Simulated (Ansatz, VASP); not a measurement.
## Two plane-wave programs on CsH

```
CELL_PARAMETERS angstrom
3.81841 0.00000 0.00000
0.00000 3.81841 0.00000
0.00000 0.00000 3.81841
ATOMIC_POSITIONS crystal
Cs 0.00000 0.00000 0.00000
H 0.50000 0.50000 0.50000
```

Alike in both runs: task single point; functional r2SCAN; k mesh 6 × 6 × 6; no spin polarisation.

|  | VASP | Ansatz |
| --- | --- | --- |
| version | VASP 6.6.1 | Ansatz 0.2.0 |
| potentials or method | VASP PAW PBE potentials, release 64 (Cs_sv, H) | PAW with Ansatz's default frozen-core files, scalar-relativistic |
| plane-wave cutoff (eV) | 520 | 500 |
| occupations | gaussian, width 0.01 eV | fixed |
| valence electrons in the cell | 10 | 10 |

|  | VASP | Ansatz | Ansatz less VASP |
| --- | --- | --- | --- |
| gap on the k mesh at the Fermi level (eV) | 3.15 | 3.18 | +0.033 |
| pressure (GPa) | 0.0 | 0.0 | -0.06 |

VASP's potentials were made for PBE, not for r2SCAN.

Spin-orbit coupling is off throughout.
